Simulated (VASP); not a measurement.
Set up this calculation in VASP 6.6.1, as the native input.

| Property | Result |
| --- | --- |
| Task | single point |
| Functional | PBEsol |
| Potentials or basis | VASP PAW PBE potentials, release 64 (Mg, O) |
| Cutoff | 520 eV |
| k mesh | 2 × 2 × 2 |
| Occupations | fermi-dirac, width 0.05 eV |
| Spin | collinear spin |
| Starting moments | [0.0, 0.0, 0.0, 0.0, 0.0, 0.0, 0.0, 0.0, 0.0, 0.0, 0.0, 0.0, 0.0, 0.0, 0.0, 0.0, 1.0] μB |
| Dipole correction | no |
| Further INCAR settings | LREAL = Auto; ALGO = Normal; EDIFF = 1e-06; NBANDS = 53 |

The structure of Mg8O9 (a cell with a defect) lies in POSCAR:

```
Mg8O9
1.0
    0.0000000000      4.1948000000      4.1948000000
    4.1948000000      0.0000000000      4.1948000000
    4.1948000000      4.1948000000      0.0000000000
Mg O
8 9
Direct
   -0.0053041861     -0.0231596262      0.0182487842
    0.0554853628     -0.0103342233      0.4416777916
    0.0324091733      0.4472561266      0.0081410318
   -0.0038738438      0.4914060265      0.4737651378
    0.5773100029     -0.0182130257     -0.0344235720
    0.4765423858     -0.0360923048      0.5194764947
    0.5128254029      0.4491990083      0.0044340612
    0.5121579098      0.4737770573      0.4899876037
    0.2849361114      0.2105821493      0.2509416420
    0.2444931820      0.2377944121      0.7449699628
    0.2580814342      0.7437064938      0.2259225708
    0.2450533994      0.7010942119      0.7952584152
    0.7513826643      0.2495232192      0.2414417851
    0.7851625822      0.2326690188      0.7028940593
    0.7406193382      0.7273171546      0.2673429007
    0.8105392391      0.8182392486      0.6196838943
    0.7608110041      0.6191832745      0.8559764470
```

These files were run (other wordings do the same):

INCAR

```
PREC     = Accurate       # precision mode
ENCUT    = 520            # plane-wave cutoff, eV
EDIFF    = 1E-6           # SCF threshold, eV
ISMEAR   = -1             # smearing method
SIGMA    = 0.05           # smearing width, eV
LREAL    = Auto         
LASPH    = T              # aspherical terms in the spheres
NELM     = 150            # most SCF steps
ALGO     = Normal         # electronic algorithm
ISIF     = 2              # what is computed and relaxed
LWAVE    = F              # write WAVECAR
LCHARG   = T              # write CHGCAR
ISPIN    = 2              # spin polarisation
MAGMOM   = 0 0 0 0 0 0 0 0 0 0 0 0 0 0 0 0 1 # initial moments
LORBIT   = 11             # projections on sites
GGA      = PS             # functional
LELF     = T              # ELF
LVHAR    = T            
NBANDS   = 53             # bands
```

KPOINTS

```
Automatic mesh
0
Gamma
  2 2 2
```

Potentials or basis: VASP PAW PBE potentials, release 64 (Mg, O).

The run is started by

```console
$ cat potpaw_PBE.64/Mg/POTCAR potpaw_PBE.64/O/POTCAR > POTCAR
$ mpirun -np 1 vasp_std > vasp.out
```

It gave:

- Pressure: 22.7 GPa
- Largest force: 5.124 eV/Å
- Band gap on the k mesh: 3.14 eV
- Net moment: 0.00 μB per cell
- Valence electrons inside the program's atomic spheres: Mg 0.43, 0.56, 0.53, 0.45, 0.42 (each value once); O 5.15, 5.06, 5.09, 5.08, 5.11, 5.12, 5.21 (each value once)

Caveat: the k points lie up to 0.65 Å⁻¹ apart; the atoms stand as in a frame of molecular dynamics; the PAW data sets were made with another functional, which shifts forces and pressure a little.

Run time: 4.9 min on 1 thread of Intel(R) Xeon(R) Platinum 8259CL CPU @ 2.50GHz (Skylake/Cascade Lake) (shared host), peak memory 0.43 GiB.
